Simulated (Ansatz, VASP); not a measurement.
MnZnC4N4 in VASP and in Ansatz

```xyz
10
Lattice="5.9069 0.0000 0.0000 0.0000 5.9069 0.0000 0.0000 0.0000 5.9069" Properties=species:S:1:pos:R:3 pbc="T T T"
Mn    0.0000    0.0000    0.0000
Zn    2.9534    2.9534    2.9534
C     1.1189    1.1189    1.1189
C     1.1189    4.7880    4.7880
C     4.7880    1.1189    4.7880
C     4.7880    4.7880    1.1189
N     1.7944    1.7944    1.7944
N     1.7944    4.1125    4.1125
N     4.1125    1.7944    4.1125
N     4.1125    4.1125    1.7944
```

Alike in both runs: task single point; functional PBE; k mesh 4 × 4 × 4; occupations gaussian, width 0.1 eV; collinear spin.

```csv
,VASP,Ansatz
version,VASP 6.6.1,Ansatz 0.2.0
potentials or method,"VASP PAW PBE potentials, release 64 (Mn_pv, Zn, C, N), cutoff 520 eV","scalar-relativistic, plane waves, PAW"
valence electrons in the cell,61,63
```

VASP gave:

| Quantity | Value |
| --- | --- |
| gap on the k mesh at the Fermi level (eV) | 1.44 |
| least direct gap on the mesh (eV) | 1.45 |
| pressure (GPa) | 2.2 |
| rms of the force components (eV/Å) | 0.487 |
| net moment per atom (μB) | 0.50 |
| size of the moment on the site where the two differ most (μB) | 3.83 |

Q: Which values does Ansatz return?

A: gap on the k mesh at the Fermi level (eV): 1.43; least direct gap on the mesh (eV): 1.45; pressure (GPa): 1.8; rms of the force components (eV/Å): 0.565; net moment per atom (μB): 0.50; size of the moment on the site where the two differ most (μB): 3.25.

Site moments also hang on the region over which each program counts them. Atom by atom the forces differ by 0.178 eV/Å (rms over components). VASP's potentials hold 61 valence electrons a cell and Ansatz's 63, so a difference there can come from the potentials and not from the codes.

Noted on VASP's run: the standard files for N, O and F lose accuracy on very short bonds.
